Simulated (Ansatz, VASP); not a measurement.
**NaCl: VASP beside Ansatz**

```
Na Cl
1.0
     0.00000    2.76781    2.76781
     2.76781    0.00000    2.76781
     2.76781    2.76781    0.00000
Na Cl
1 1
Direct
  0.00000 0.00000 0.00000
  0.50000 0.50000 0.50000
```

Alike in both runs: task single point; functional LDA; k mesh 8 × 8 × 8; occupations gaussian, width 0.02 eV; no spin polarisation.

|  | VASP | Ansatz |
| --- | --- | --- |
| version | VASP 6.6.1 | Ansatz 0.2.0 |
| potentials or method | VASP PAW LDA potentials, release 64 (Na_pv, Cl), cutoff 500 eV | scalar-relativistic, plane waves, PAW |
| valence electrons in the cell | 14 | 16 |

```tsv
	VASP	Ansatz	Ansatz less VASP
gap on the k mesh at the Fermi level (eV)	4.92	4.91	-0.007
least direct gap on the mesh (eV)	4.92	4.91	-0.007
pressure (GPa)	-1.1	-1.1	0.00
```

LDA's correlation is that of Perdew and Zunger in VASP and of Perdew and Wang (1992) in Ansatz. VASP's potentials hold 14 valence electrons a cell and Ansatz's 16, so a difference there can come from the potentials and not from the codes.
